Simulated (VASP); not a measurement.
# Cs (Im-3m) in VASP: a series of runs, part 2 of 2

VASP 6.6.1. The steps go on from the part before.

## Step 3: Single point, PBE (116.55 Å³/atom)

INCAR reads:

```
SYSTEM = Cs
ALGO     = Normal         ! electronic algorithm
EDIFF    = 1E-6           ! SCF threshold, eV
ENCUT    = 520            ! plane-wave cutoff, eV
GGA      = PE             ! functional
ISIF     = 2              ! what is computed and relaxed
ISMEAR   = -1             ! smearing method
LASPH    = .TRUE.         ! aspherical terms in the spheres
LCHARG   = .TRUE.         ! write CHGCAR
LELF     = .TRUE.         ! ELF
LREAL    = .FALSE.        ! projectors in reciprocal space
LVHAR    = .TRUE.       
LWAVE    = .FALSE.        ! write WAVECAR
NBANDS   = 10             ! bands
NELM     = 60             ! most SCF steps
PREC     = Accurate       ! precision mode
SIGMA    = 0.1            ! smearing width, eV
```

KPOINTS reads:

```
k-points
0
G
  12 12 12
  0 0 0
```

POSCAR reads:

```
Cs
1.0
   -3.0771544685      3.0771544685      3.0771544685
    3.0771544685     -3.0771544685      3.0771544685
    3.0771544685      3.0771544685     -3.0771544685
Cs
1
Direct
    0.0000000000      0.0000000000      0.0000000000
```

Potentials or basis: VASP PAW PBE potentials, release 64 (Cs_sv).

The run is started by

```sh
cat potpaw_PBE.64/Cs_sv/POTCAR > POTCAR
mpirun -np 1 vasp_std > vasp.out
```

It took 1.7 min on 1 thread of AMD EPYC 7R13, shared host; peak memory 0.25 GiB.

Results (log left out):

* Free energy: -0.8712 eV
* Pressure: 0.0 GPa
* Band gap on the k mesh: zero (an odd number of electrons rules out a gap without spin polarisation)

Levels at points of the mesh, in eV from the Fermi level:
```csv
k point,band 1,band 2,band 3,band 4,band 5,band 6,band 7,band 8,band 9
"(0.00, 0.00, 0.00)",-23.86,-10.60,-10.60,-10.60,-1.66,2.49,2.49,2.49,3.34
"(0.50, 0.00, 0.00)",-23.85,-10.73,-10.65,-10.60,0.05,0.87,1.65,3.17,3.78
"(0.50, 0.50, 0.50)",-23.85,-10.70,-10.70,-10.70,0.67,0.67,2.99,2.99,2.99
```

Caveat: spin-orbit coupling is left out, which moves the levels of the heavy elements.

## Step 4: Single point, PBE (121.21 Å³/atom)

This run uses another cell than the first one, of 121.21 Å³/atom.

INCAR reads:

```
SYSTEM = Cs
ALGO = Normal
EDIFF = 1E-6
ENCUT = 520
GGA = PE
ISIF = 2
ISMEAR = -1
LASPH = .True.
LCHARG = .True.
LELF = .True.
LREAL = .False.
LVHAR = .True.
LWAVE = .False.
NBANDS = 10
NELM = 80
PREC = Accurate
SIGMA = 0.1
```

KPOINTS reads:

```
k-points
0
Gamma
  12 12 12
  0 0 0
```

POSCAR reads:

```
Cs
1.0
   -3.1176479867      3.1176479867      3.1176479867
    3.1176479867     -3.1176479867      3.1176479867
    3.1176479867      3.1176479867     -3.1176479867
Cs
1
Direct
    0.0000000000      0.0000000000      0.0000000000
```

Potentials or basis: VASP PAW PBE potentials, release 64 (Cs_sv).

The run is started by

```sh
cat potpaw_PBE.64/Cs_sv/POTCAR > POTCAR
mpirun -np 1 vasp_std > vasp.out
```

OUTCAR:

```text
SYSTEM = Cs
   EDIFF = 1E-6
   ENCUT = 520
   GGA = PE
   ISIF = 2
   ISMEAR = -1
   LASPH = .True.
   LREAL = .False.
   NELM = 80
   PREC = Accurate

 ion  position               nearest neighbor table
   1  0.000  0.000  0.000-

  LATTYP: Found a body centered cubic cell.
 ALAT       =     6.2352959734

  Lattice vectors:

 A1 = (  -3.1176479867,   3.1176479867,   3.1176479867)
 A2 = (   3.1176479867,  -3.1176479867,   3.1176479867)
 A3 = (   3.1176479867,   3.1176479867,  -3.1176479867)

Analysis of symmetry for initial positions (statically):
[... 480 lines left out ...]
      3     -10.3545      2.00000
      4     -10.3191      2.00000
      5       0.5400      0.19712
      6       1.1517      0.00048
      7       1.8162      0.00000
      8       3.4306      0.00000
      9       4.0503      0.00000
     10       4.3271      0.00000

 [... further k-points ...]
[... 5 lines left out ...]
  --------------------------------------------------------------------------------------
  -------------------------------------------------------------------------------------
  Total       -0.0548838     -0.0548838     -0.0548838     -0.0000000     -0.0000000      0.0000000
  in kB       -0.7254605     -0.7254605     -0.7254605     -0.0000000     -0.0000000      0.0000000
  external PRESSURE =      -0.7254605 kB  Pullay stress =       0.0000000 kB

 VOLUME and BASIS-vectors are now :
 -----------------------------------------------------------------------------
  energy-cutoff  :      520.00
  volume of cell :      121.21
      direct lattice vectors                 reciprocal lattice vectors
    -3.117647987  3.117647987  3.117647987     0.000000000  0.160377311  0.160377311
     3.117647987 -3.117647987  3.117647987     0.160377311  0.000000000  0.160377311
     3.117647987  3.117647987 -3.117647987     0.160377311  0.160377311  0.000000000

 POSITION                                       TOTAL-FORCE (eV/Angst)
 -----------------------------------------------------------------------------------
      0.00000      0.00000      0.00000         0.000000      0.000000     -0.000000
 -----------------------------------------------------------------------------------
    total drift:                                0.000000     -0.000000     -0.000000

  FREE ENERGIE OF THE ION-ELECTRON SYSTEM (eV)
  ---------------------------------------------------
  free  energy   TOTEN  =        -0.8703202026 eV

  energy  without entropy=       -0.8288981032  energy(sigma->0) =       -0.84960915
```

It took 92 s on 1 thread of AMD EPYC 7R13, shared host; peak memory 0.24 GiB.

Results:

- Free energy: -0.8703 eV
- Pressure: -0.1 GPa
- Band gap on the k mesh: zero (an odd number of electrons rules out a gap without spin polarisation)

Caveat: spin-orbit coupling is left out, which moves the levels of the heavy elements.

## Step 5: Single point, PBE (125.87 Å³/atom)

This run uses another cell than the first one, of 125.87 Å³/atom.

INCAR reads:

```
SYSTEM = Cs
  ALGO = Normal
  EDIFF = 1E-6
  ENCUT = 520
  GGA = PE
  ISIF = 2
  ISMEAR = -1
  LASPH = .True.
  LCHARG = .False.
  LREAL = .False.
  LWAVE = .False.
  NBANDS = 10
  NELM = 100
  PREC = Accurate
  SIGMA = 0.1
```

KPOINTS is that of step 4.

POSCAR reads:

```
Cs
1.0
   -3.1571160752      3.1571160752      3.1571160752
    3.1571160752     -3.1571160752      3.1571160752
    3.1571160752      3.1571160752     -3.1571160752
Cs
1
Direct
    0.0000000000      0.0000000000      0.0000000000
```

The run is started by

```sh
cat potpaw_PBE.64/Cs_sv/POTCAR > POTCAR
mpirun -np 1 vasp_std > vasp.out
```

Run time: 2.2 min. Hardware: 1 thread of AMD EPYC 7R13, shared host; peak memory 0.25 GiB.

It converged, with:

| Item | Value |
| --- | --- |
| Free energy | -0.8675 eV |
| Pressure | -0.1 GPa |
| Band gap on the k mesh | zero (an odd number of electrons rules out a gap without spin polarisation) |

Levels at points of the mesh, in eV from the Fermi level:
| k point | band 2 | band 3 | band 4 | band 5 | band 6 | band 7 |
| --- | --- | --- | --- | --- | --- | --- |
| (0.00, 0.00, 0.00) | -10.66 | -10.66 | -10.66 | -1.58 | 2.44 | 2.44 |
| (0.50, 0.00, 0.00) | -10.76 | -10.69 | -10.66 | 0.08 | 0.80 | 1.66 |
| (0.50, 0.50, 0.50) | -10.73 | -10.73 | -10.73 | 0.73 | 0.73 | 2.80 |

Caveat: spin-orbit coupling is left out, which moves the levels of the heavy elements.

## Step 6: Single point, PBE (130.53 Å³/atom)

This run uses another cell than the first one, of 130.53 Å³/atom.

INCAR reads:

```
SYSTEM = Cs
PREC = Accurate
ENCUT = 520
EDIFF = 1E-6
ISMEAR = -1
SIGMA = 0.1
LREAL = .False.
LASPH = .True.
NELM = 100
ALGO = Normal
ISIF = 2
LWAVE = .False.
LCHARG = .True.
GGA = PE
LELF = .True.
LVHAR = .True.
NBANDS = 10
```

KPOINTS reads:

```
regular mesh
0
Gamma
  12 12 12
  0 0 0
```

POSCAR reads:

```
Cs
1.0
   -3.1956212856      3.1956212856      3.1956212856
    3.1956212856     -3.1956212856      3.1956212856
    3.1956212856      3.1956212856     -3.1956212856
Cs
1
Direct
    0.0000000000      0.0000000000      0.0000000000
```

Potentials or basis: VASP PAW PBE potentials, release 64 (Cs_sv).

The run is started by

```sh
cat potpaw_PBE.64/Cs_sv/POTCAR > POTCAR
mpirun -np 1 vasp_std > vasp.out
```

Run time: 2.1 min. Hardware: 1 thread of AMD EPYC 7R13, shared host; peak memory 0.26 GiB.

It converged, with:

```
Free energy            : -0.8631 eV
Pressure               : -0.2 GPa
Band gap on the k mesh : zero (an odd number of electrons rules out a gap without spin polarisation)
```

Levels at points of the mesh, in eV from the Fermi level:
```csv
k point,band 1,band 2,band 3,band 4,band 5,band 6,band 7,band 8,band 9
"(0.00, 0.00, 0.00)",-23.93,-10.68,-10.68,-10.68,-1.54,2.42,2.42,2.42,3.19
"(0.50, 0.00, 0.00)",-23.92,-10.77,-10.71,-10.68,0.09,0.77,1.66,2.99,3.59
"(0.50, 0.50, 0.50)",-23.92,-10.75,-10.75,-10.75,0.75,0.75,2.72,2.72,2.72
```

Caveat: spin-orbit coupling is left out, which moves the levels of the heavy elements.

## Step 7: Summary

```tsv
cell	gap on the mesh (eV)	pressure (GPa)
a = 5.330 Å, angles 109.5°, 1 atom	none	0.0
a = 5.400 Å, angles 109.5°, 1 atom	none	-0.1
a = 5.468 Å, angles 109.5°, 1 atom	none	-0.1
a = 5.535 Å, angles 109.5°, 1 atom	none	-0.2
```

Alike in all rows: task single point; level PBE; potentials or basis VASP PAW PBE potentials, release 64 (Cs_sv); no spin polarisation; k mesh 12 × 12 × 12; cutoff (eV) 520; smearing fermi-dirac 0.1 eV.

Caveats: spin-orbit coupling is left out, which moves the levels of the heavy elements.

Total energies depend on the potentials used, so only differences within one code and one set of settings carry meaning.
